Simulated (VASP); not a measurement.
# Tl (Fd-3m) in VASP: further runs

The runs below take Tl through single point, with r2SCAN.

All numbers are computed with VASP 6.6.1; they aren't measurements. Logs are shortened: lines on timing, memory, paths and dates and some standing lists are left out, and cuts for length are marked.

### 1 The cell of the first run

The structure is cubic, space group Fd-3m (No. 227). The conventional cell has a = 6.860 Å, b = 6.860 Å, c = 6.860 Å, α = 90.00°, β = 90.00°, γ = 90.00°. Within 3.9 Å of Tl (site symmetry -43m) lie 4 Tl at 2.97 Å.

This isn't the form of Tl at room conditions, which is hcp.

### 2 Single point, r2SCAN (40.36 Å³/atom)

POSCAR reads:

```
Tl
1.0
    0.0000000000      3.4302007755      3.4302007755
    3.4302007755      0.0000000000      3.4302007755
    3.4302007755      3.4302007755      0.0000000000
Tl
2
Direct
    0.1250000000      0.1250000000      0.1250000000
    0.8750000000      0.8750000000      0.8750000000
```

INCAR.step1 reads:

```
PREC = Accurate ; ENCUT = 550
ISMEAR = -1 ; SIGMA = 0.1
LREAL = False ; LASPH = True
NELM = 120 ; NBANDS = 20
GGA = PE ; ALGO = Normal
EDIFF = 1E-5 ; LWAVE = True
LCHARG = False ; GGA_COMPAT = False
```

INCAR.step2 reads:

```
PREC = Accurate ; ENCUT = 550
EDIFF = 1E-6 ; ISMEAR = -1
SIGMA = 0.1 ; LREAL = False
LASPH = True ; NELM = 120
ALGO = Normal ; ISIF = 2
LWAVE = False ; LCHARG = False
METAGGA = R2SCAN ; LMIXTAU = True
NBANDS = 20 ; ISTART = 1
GGA_COMPAT = False
```

KPOINTS reads:

```
regular mesh
0
Gamma
  9 9 9
```

Potentials or basis: VASP PAW PBE potentials, release 64 (Tl_d).

Run with:

```sh
cat potpaw_PBE.64/Tl_d/POTCAR > POTCAR
cp INCAR.step1 INCAR
mpirun -np 1 vasp_std > vasp.out
cp INCAR.step2 INCAR
mpirun -np 1 vasp_std > vasp.out
```

OUTCAR:

```text
PREC = Accurate
   ENCUT = 550
   EDIFF = 1E-6
   ISMEAR = -1
   LREAL = False
   LASPH = True
   NELM = 120
   ISIF = 2
   METAGGA = R2SCAN
   ISTART = 1

 ion  position               nearest neighbor table
   1  0.125  0.125  0.125-   2 2.97   2 2.97   2 2.97   2 2.97
   2  0.875  0.875  0.875-   1 2.97   1 2.97   1 2.97   1 2.97

  LATTYP: Found a face centered cubic cell.
 ALAT       =     6.8604015510

  Lattice vectors:

 A1 = (   0.0000000000,   3.4302007755,   3.4302007755)
 A2 = (   3.4302007755,   0.0000000000,   3.4302007755)
 A3 = (   3.4302007755,   3.4302007755,   0.0000000000)

Analysis of symmetry for initial positions (statically):
=====================================================================
 Subroutine PRICEL returns:
 Original cell was already a primitive cell.

 Routine SETGRP: Setting up the symmetry group for a
 face centered cubic supercell.

 Subroutine GETGRP returns: Found 48 space group operations
 (whereof 12 operations were pure point group operations)
 out of a pool of 48 trial point group operations.

The static configuration has the point symmetry D_3d.
 The point group associated with its full space group is O_h .

Analysis of symmetry for dynamics (positions and initial velocities):
=====================================================================
 Subroutine PRICEL returns:
 Original cell was already a primitive cell.

 Routine SETGRP: Setting up the symmetry group for a
 face centered cubic supercell.

 Subroutine GETGRP returns: Found 48 space group operations
 (whereof 12 operations were pure point group operations)
 out of a pool of 48 trial point group operations.

The dynamic configuration has the point symmetry D_3d.
 The point group associated with its full space group is O_h .

 Subroutine INISYM returns: Found 48 space group operations
 (whereof 12 operations are pure point group operations),
 and found     1 'primitive' translations

----------------------------------------------------------------------------------------

                                     Primitive cell

  volume of cell :      80.7214

  direct lattice vectors                    reciprocal lattice vectors
     0.000000000  3.430200775  3.430200775    -0.145764062  0.145764062  0.145764062
     3.430200775  0.000000000  3.430200775     0.145764062 -0.145764062  0.145764062
     3.430200775  3.430200775  0.000000000     0.145764062  0.145764062 -0.145764062

  length of vectors
     4.851036458  4.851036458  4.851036458     0.252470762  0.252470762  0.252470762

  position of ions in fractional coordinates (direct lattice)
     0.125000000  0.125000000  0.125000000
     0.875000000  0.875000000  0.875000000

  ion indices of the primitive-cell ions
   primitive index   ion index
                 1           1
                 2           2

----------------------------------------------------------------------------------------

 KPOINTS: regular mesh

Automatic generation of k-mesh.
 Grid dimensions read from file:
 generate k-points for:    9    9    9

 Generating k-lattice:

  Cartesian coordinates                     Fractional coordinates (reciprocal lattice)
    -0.016196007  0.016196007  0.016196007     0.111111111  0.000000000  0.000000000
     0.016196007 -0.016196007  0.016196007     0.000000000  0.111111111  0.000000000
     0.016196007  0.016196007 -0.016196007     0.000000000  0.000000000  0.111111111

  Length of vectors
     0.028052307  0.028052307  0.028052307

  Shift w.r.t. Gamma in fractional coordinates (k-lattice)
     0.000000000  0.000000000  0.000000000

 Subroutine IBZKPT returns following result:
 ===========================================

 Found     35 irreducible k-points:

 Following reciprocal coordinates:
            Coordinates               Weight
  0.000000  0.000000  0.000000      1.000000
  0.111111  0.000000  0.000000      8.000000
  0.222222  0.000000  0.000000      8.000000
  0.333333  0.000000  0.000000      8.000000
  0.444444  0.000000  0.000000      8.000000
  0.111111  0.111111  0.000000      6.000000
[... 16 lines left out ...]
 -0.333333  0.333333  0.000000     12.000000
  0.444444  0.444444  0.000000      6.000000
 [... further k-points ...]
   k-points           NKPTS =     35   k-points in BZ     NKDIM =     35   number of bands    NBANDS=     20
   number of dos      NEDOS =    301   number of ions     NIONS =      2
   total plane-waves  NPLWV =  64000
   dimension x,y,z NGX =    40 NGY =   40 NGZ =   40
   dimension x,y,z NGXF=    80 NGYF=   80 NGZF=   80
   ions per type =               2
   NGX,Y,Z   is equivalent  to a cutoff of  13.71, 13.71, 13.71 a.u.
   NGXF,Y,Z  is equivalent  to a cutoff of  27.42, 27.42, 27.42 a.u.
 SYSTEM =  unknown system
   PREC   = accura    normal or accurate (medium, high low for compatibility)
   ISTART =      1    job   : 0-new  1-cont  2-samecut
   ICHARG =      0    charge: 1-file 2-atom 10-const
   ISPIN  =      1    spin polarized calculation?
   LNONCOLLINEAR =      F non collinear calculations
   LSORBIT =      F    spin-orbit coupling
   LASPH  =      T    aspherical Exc in radial PAW
   ENCUT  =  550.0 eV  40.42 Ry    6.36 a.u.   9.28  9.28  9.28*2*pi/ulx,y,z
   NELM   =    120;   NELMIN=  2; NELMDL=  0     # of ELM steps
   EDIFF  = 0.1E-05   stopping-criterion for ELM
   LREAL  =      F    real-space projection
   EDIFFG = 0.1E-04   stopping-criterion for IOM
   NSW    =      0    number of steps for IOM
   IBRION =     -1    ionic relax: 0-MD 1-quasi-New 2-CG
   NFREE  =      0    steps in history (QN), initial steepest desc. (CG)
   ISIF   =      2    stress and relaxation
   ISYM   =      2    0-nonsym 1-usesym 2-fastsym
   POTIM  = 0.5000    time-step for ionic-motion
   TEBEG  =    0.0;   TEEND  =   0.0 temperature during run
   PSTRESS=    0.0 pullay stress
   NELECT =      26.0000    total number of electrons
   NUPDOWN=      -1.0000    fix difference up-down
   EMIN   =  10.00;   EMAX   =-10.00  energy-range for DOS
   EFERMI =   0.00;   METHOD = LEGACY
   ISMEAR =    -1;   SIGMA  =   0.10  broadening in eV -4-tet -1-fermi 0-gaus
   EFERMI_NEDOS =   21; number of points for ismear=-14 and -15
   IALGO  =     38    algorithm
   IMIX   =      4    mixing-type and parameters
     AMIX     =   0.40;   BMIX     =  1.00
     AMIX_MAG =   1.60;   BMIX_MAG =  1.00
  volume/ion in A,a.u.               =      40.36       272.37
  Fermi-wavevector in a.u.,A,eV,Ry     =   1.122199  2.120648 17.134222  1.259330
  Thomas-Fermi vector in A             =   2.258857
   LORBIT       =      0    0 simple, 1 ext, 2 COOP (PROOUT), +10 PAW based schemes
   METAGGA = R2SCAN    functional components
   LHFCALC =     F    Hartree Fock is set to
   AEXX    =    0.0000 exact exchange contribution
   IVDW    =     0    specifies the selected vdW correction
   LEPSILON=     F    determine dielectric tensor
   LRPA    =     F    only Hartree local field effects (RPA)
 non-spin polarized calculation
  energy-cutoff  :      550.00
  volume of cell :       80.72
 maximum number of plane-waves:      2421
 NGX is ok and might be reduce to    40
   NGX = 19   NGY = 19   NGZ = 19

 number of electron      26.0000003 magnetization

 Free energy of the ion-electron system (eV)
  ---------------------------------------------------
  ext. energy  EPLUGINS =         0.00000000
  ---------------------------------------------------
  free energy    TOTEN  =      -105.57829285 eV

  energy without entropy =     -105.52188389  energy(sigma->0) =     -105.55008837

 E-fermi :   3.3138     XC(G=0):  -8.8437

 val. band max:        3.2932538890   @ k =  -0.4444   0.3333   0.0000
 cond. band min:       3.3312921507   @ k =   0.4444   0.1111   0.0000
 fundamental gap:      0.0380382617
 Fermi energy:         3.3137833772

 k-point     1 :       0.0000    0.0000    0.0000
  band No.  band energies     occupation
      1      -9.1399      2.00000
      2      -9.1399      2.00000
      3      -9.1399      2.00000
      4      -9.0517      2.00000
      5      -9.0517      2.00000
      6      -8.3889      2.00000
[... 12 lines left out ...]
     19       8.6967      0.00000
     20      12.4997      0.00000

 k-point     2 :       0.1111    0.0000    0.0000
  band No.  band energies     occupation
      1      -9.1636      2.00000
      2      -9.1636      2.00000
      3      -9.1383      2.00000
      4      -9.0181      2.00000
      5      -9.0181      2.00000
      6      -8.4097      2.00000
[... 12 lines left out ...]
     19       9.7161      0.00000
     20      11.9920      0.00000

 k-point     3 :       0.2222    0.0000    0.0000
  band No.  band energies     occupation
      1      -9.1918      2.00000
      2      -9.1918      2.00000
      3      -9.1346      2.00000
      4      -8.9676      2.00000
      5      -8.9676      2.00000
      6      -8.4595      2.00000
[... 12 lines left out ...]
     19      10.4440      0.00000
     20      11.9483      0.00000

 k-point     4 :       0.3333    0.0000    0.0000
  band No.  band energies     occupation
      1      -9.2051      2.00000
      2      -9.2051      2.00000
      3      -9.1304      2.00000
      4      -8.9354      2.00000
      5      -8.9354      2.00000
      6      -8.5122      2.00000
[... 12 lines left out ...]
     19      10.4277      0.00000
     20      12.4443      0.00000

 k-point     5 :       0.4444    0.0000    0.0000
  band No.  band energies     occupation
      1      -9.2080      2.00000
      2      -9.2080      2.00000
      3      -9.1275      2.00000
      4      -8.9248      2.00000
      5      -8.9248      2.00000
      6      -8.5449      2.00000
[... 12 lines left out ...]
     19      12.2254      0.00000
     20      13.3136      0.00000
[... 353 lines left out ...]
      6      -8.6735      2.00000
[... 12 lines left out ...]
     19      13.4763      0.00000
     20      14.0636      0.00000

 k-point    22 :      -0.4444    0.3333    0.0000
  band No.  band energies     occupation
      1      -9.2842      2.00000
      2      -9.2336      2.00000
      3      -9.0546      2.00000
      4      -8.8716      2.00000
      5      -8.7445      2.00000
      6      -8.6869      2.00000
[... 12 lines left out ...]
     19      12.4605      0.00000
     20      13.7195      0.00000

 k-point    23 :      -0.3333    0.3333    0.0000
  band No.  band energies     occupation
      1      -9.2941      2.00000
      2      -9.2412      2.00000
      3      -9.0330      2.00000
      4      -8.7848      2.00000
      5      -8.7720      2.00000
      6      -8.7353      2.00000
[... 12 lines left out ...]
     19      11.1636      0.00000
     20      12.6235      0.00000

 k-point    24 :       0.4444    0.4444    0.0000
  band No.  band energies     occupation
      1      -9.2279      2.00000
      2      -9.2279      2.00000
      3      -9.1072      2.00000
      4      -8.9900      2.00000
      5      -8.7302      2.00000
      6      -8.5959      2.00000
[... 12 lines left out ...]
     19      13.0002      0.00000
     20      14.4085      0.00000

 [... further k-points ...]

------------------------ aborting loop because EDIFF is reached ----------------------------------------

  FORCE on cell =-STRESS in cart. coord.  units (eV):
  Direction    XX          YY          ZZ          XY          YZ          ZX
  --------------------------------------------------------------------------------------
  -------------------------------------------------------------------------------------
  Total        0.4121667      0.4121667      0.4121667      0.0000000      0.0000000     -0.0000000
  in kB        8.1807824      8.1807824      8.1807824      0.0000000      0.0000000     -0.0000000
  external PRESSURE =       8.1807824 kB  Pullay stress =       0.0000000 kB

 VOLUME and BASIS-vectors are now :
 -----------------------------------------------------------------------------
  energy-cutoff  :      550.00
  volume of cell :       80.72
      direct lattice vectors                 reciprocal lattice vectors
     0.000000000  3.430200775  3.430200775    -0.145764062  0.145764062  0.145764062
     3.430200775  0.000000000  3.430200775     0.145764062 -0.145764062  0.145764062
     3.430200775  3.430200775  0.000000000     0.145764062  0.145764062 -0.145764062

 POSITION                                       TOTAL-FORCE (eV/Angst)
 -----------------------------------------------------------------------------------
      0.85755      0.85755      0.85755        -0.000000     -0.000000     -0.000000
      6.00285      6.00285      6.00285         0.000000      0.000000      0.000000
 -----------------------------------------------------------------------------------
    total drift:                                0.000000      0.000000     -0.000000

  FREE ENERGIE OF THE ION-ELECTRON SYSTEM (eV)
  ---------------------------------------------------
  free  energy   TOTEN  =      -105.5782928488 eV

  energy  without entropy=     -105.5218838859  energy(sigma->0) =     -105.55008837
```

Run time: 1.8 min. Hardware: 1 thread of Intel Xeon 6975P-C (Granite Rapids), shared host; peak memory 0.27 GiB.

Results:

| Quantity | Value |
| --- | --- |
| Free energy | -105.5783 eV |
| Pressure | 0.8 GPa |
| Band gap on the k mesh | zero (bands 13 and 14 overlap by 3.22 eV) |

Caveat: the PAW data sets were made with another functional, which shifts forces and pressure a little; spin-orbit coupling is left out, which moves the levels of the heavy elements.

### 3 Single point, r2SCAN (42.04 Å³/atom)

This run uses another cell than the first one, of 42.04 Å³/atom.

POSCAR reads:

```
Tl
1.0
    0.0000000000      3.4771956670      3.4771956670
    3.4771956670      0.0000000000      3.4771956670
    3.4771956670      3.4771956670      0.0000000000
Tl
2
Direct
    0.1250000000      0.1250000000      0.1250000000
    0.8750000000      0.8750000000      0.8750000000
```

INCAR.step1 reads:

```
  PREC = Accurate
  ENCUT = 550
  ISMEAR = -1
  SIGMA = 0.1
  LREAL = False
  LASPH = True
  NELM = 120
  NBANDS = 20
  GGA = PE
  ALGO = Normal
  EDIFF = 1E-5
  LWAVE = True
  LCHARG = False
  GGA_COMPAT = False
```

INCAR.step2 reads:

```
  PREC = Accurate
  ENCUT = 550
  EDIFF = 1E-6
  ISMEAR = -1
  SIGMA = 0.1
  LREAL = False
  LASPH = True
  NELM = 120
  ALGO = Normal
  ISIF = 2
  LWAVE = False
  LCHARG = True
  METAGGA = R2SCAN
  LMIXTAU = True
  LELF = True
  LVHAR = True
  NBANDS = 20
  ISTART = 1
  GGA_COMPAT = False
```

KPOINTS reads:

```
Automatic mesh
0
Gamma
  9 9 9
```

Potentials or basis: VASP PAW PBE potentials, release 64 (Tl_d).

Run with:

```sh
cat potpaw_PBE.64/Tl_d/POTCAR > POTCAR
cp INCAR.step1 INCAR
mpirun -np 1 vasp_std > vasp.out
cp INCAR.step2 INCAR
mpirun -np 1 vasp_std > vasp.out
```

Wall time 2.1 min (1 thread of Intel Xeon 6975P-C (Granite Rapids), shared host); peak memory 0.27 GiB.

Results (log left out):

```yaml
Free_energy: -105.5875 eV
Pressure: 0.0 GPa
Band_gap_on_the_k_mesh: zero (bands 13 and 14 overlap by 3.05 eV)
```

Levels at points of the mesh, in eV from the Fermi level:
```csv
k point,band 10,band 11,band 12,band 13,band 14,band 15,band 16,band 17
"(0.00, 0.00, 0.00)",-11.62,-9.24,-1.00,2.44,2.44,2.44,4.20,4.20
```

Caveat: the PAW data sets were made with another functional, which shifts forces and pressure a little; spin-orbit coupling is left out, which moves the levels of the heavy elements.

### 4 Single point, r2SCAN (43.72 Å³/atom)

This run uses another cell than the first one, of 43.72 Å³/atom.

POSCAR reads:

```
Tl
1.0
    0.0000000000      3.5229534890      3.5229534890
    3.5229534890      0.0000000000      3.5229534890
    3.5229534890      3.5229534890      0.0000000000
Tl
2
Direct
    0.1250000000      0.1250000000      0.1250000000
    0.8750000000      0.8750000000      0.8750000000
```

INCAR.step1 reads:

```
SYSTEM = Tl
PREC     = Accurate       ! precision mode
ENCUT    = 550            ! plane-wave cutoff, eV
ISMEAR   = -1             ! smearing method
SIGMA    = 0.1            ! smearing width, eV
LREAL    = .False.        ! projectors in reciprocal space
LASPH    = .True.         ! aspherical terms in the spheres
NELM     = 120            ! most SCF steps
NBANDS   = 20             ! bands
GGA      = PE             ! functional
ALGO     = Normal         ! electronic algorithm
EDIFF    = 1E-5           ! SCF threshold, eV
LWAVE    = .True.         ! write WAVECAR
LCHARG   = .False.        ! write CHGCAR
GGA_COMPAT= .False.
```

INCAR.step2 reads:

```
SYSTEM = Tl
PREC     = Accurate       ! precision mode
ENCUT    = 550            ! plane-wave cutoff, eV
EDIFF    = 1E-6           ! SCF threshold, eV
ISMEAR   = -1             ! smearing method
SIGMA    = 0.1            ! smearing width, eV
LREAL    = .False.        ! projectors in reciprocal space
LASPH    = .True.         ! aspherical terms in the spheres
NELM     = 120            ! most SCF steps
ALGO     = Normal         ! electronic algorithm
ISIF     = 2              ! what is computed and relaxed
LWAVE    = .False.        ! write WAVECAR
LCHARG   = .False.        ! write CHGCAR
METAGGA  = R2SCAN         ! meta-GGA
LMIXTAU  = .True.       
NBANDS   = 20             ! bands
ISTART   = 1            
GGA_COMPAT= .False.
```

KPOINTS reads:

```
Automatic mesh
0
Gamma
  9 9 9
  0 0 0
```

Run with:

```sh
cat potpaw_PBE.64/Tl_d/POTCAR > POTCAR
cp INCAR.step1 INCAR
mpirun -np 1 vasp_std > vasp.out
cp INCAR.step2 INCAR
mpirun -np 1 vasp_std > vasp.out
```

Wall time 2.2 min (1 thread of Intel Xeon 6975P-C (Granite Rapids), shared host); peak memory 0.27 GiB.

The run converged. Its results:

* Free energy: -105.5814 eV
* Pressure: -0.6 GPa
* Band gap on the k mesh: zero (bands 13 and 14 overlap by 2.89 eV)

Levels at points of the mesh, in eV from the Fermi level:
```tsv
k point	band 9	band 10	band 11	band 12	band 13	band 14	band 15	band 16	band 17	band 18
(0.00, 0.00, 0.00)	-11.66	-11.66	-9.08	-1.29	2.32	2.32	2.32	4.07	4.07	4.07
```

Caveat: the PAW data sets were made with another functional, which shifts forces and pressure a little; spin-orbit coupling is left out, which moves the levels of the heavy elements.

### 5 Single point, r2SCAN (45.41 Å³/atom)

This run uses another cell than the first one, of 45.41 Å³/atom.

POSCAR reads:

```
Tl
1.0
    0.0000000000      3.5675525715      3.5675525715
    3.5675525715      0.0000000000      3.5675525715
    3.5675525715      3.5675525715      0.0000000000
Tl
2
Direct
    0.1250000000      0.1250000000      0.1250000000
    0.8750000000      0.8750000000      0.8750000000
```

INCAR.step1 is that of step 4.

INCAR.step2: that of step 4 with these lines changed.

```diff
@@ -12,5 +12,7 @@
 LWAVE    = .False.        ! write WAVECAR
-LCHARG   = .False.        ! write CHGCAR
+LCHARG   = .True.         ! write CHGCAR
 METAGGA  = R2SCAN         ! meta-GGA
 LMIXTAU  = .True.       
+LELF     = .True.         ! ELF
+LVHAR    = .True.       
 NBANDS   = 20             ! bands
```

KPOINTS reads:

```
regular mesh
0
Gamma
  9 9 9
  0 0 0
```

Run with:

```sh
cat potpaw_PBE.64/Tl_d/POTCAR > POTCAR
cp INCAR.step1 INCAR
mpirun -np 1 vasp_std > vasp.out
cp INCAR.step2 INCAR
mpirun -np 1 vasp_std > vasp.out
```

Run time: 2 min. Hardware: 1 thread of Intel Xeon 6975P-C (Granite Rapids), shared host; peak memory 0.26 GiB.

Results (log left out):

```yaml
Free_energy: -105.5634 eV
Pressure: -1.1 GPa
Band_gap_on_the_k_mesh: zero (bands 13 and 14 overlap by 2.75 eV)
```

Levels at points of the mesh, in eV from the Fermi level:
```csv
k point,band 9,band 10,band 11,band 12,band 13,band 14,band 15,band 16,band 17,band 18
"(0.00, 0.00, 0.00)",-11.69,-11.69,-8.93,-1.57,2.21,2.21,2.21,3.95,3.95,3.95
```

Caveat: the PAW data sets were made with another functional, which shifts forces and pressure a little; spin-orbit coupling is left out, which moves the levels of the heavy elements.

### 6 Overview

```csv
cell,gap on the mesh (eV),pressure (GPa)
"a = 4.851 Å, angles 60.0°, 2 atoms",none,0.8
"a = 4.917 Å, angles 60.0°, 2 atoms",none,0.0
"a = 4.982 Å, angles 60.0°, 2 atoms",none,-0.6
"a = 5.045 Å, angles 60.0°, 2 atoms",none,-1.1
```

Alike in all rows: task single point; level r2SCAN; potentials or basis VASP PAW PBE potentials, release 64 (Tl_d); no spin polarisation; k mesh 9 × 9 × 9; cutoff (eV) 550; smearing fermi-dirac 0.1 eV.

Caveats: the PAW data sets were made with another functional, which shifts forces and pressure a little; spin-orbit coupling is left out, which moves the levels of the heavy elements.

Total energies depend on the potentials used, so only differences within one code and one set of settings carry meaning.
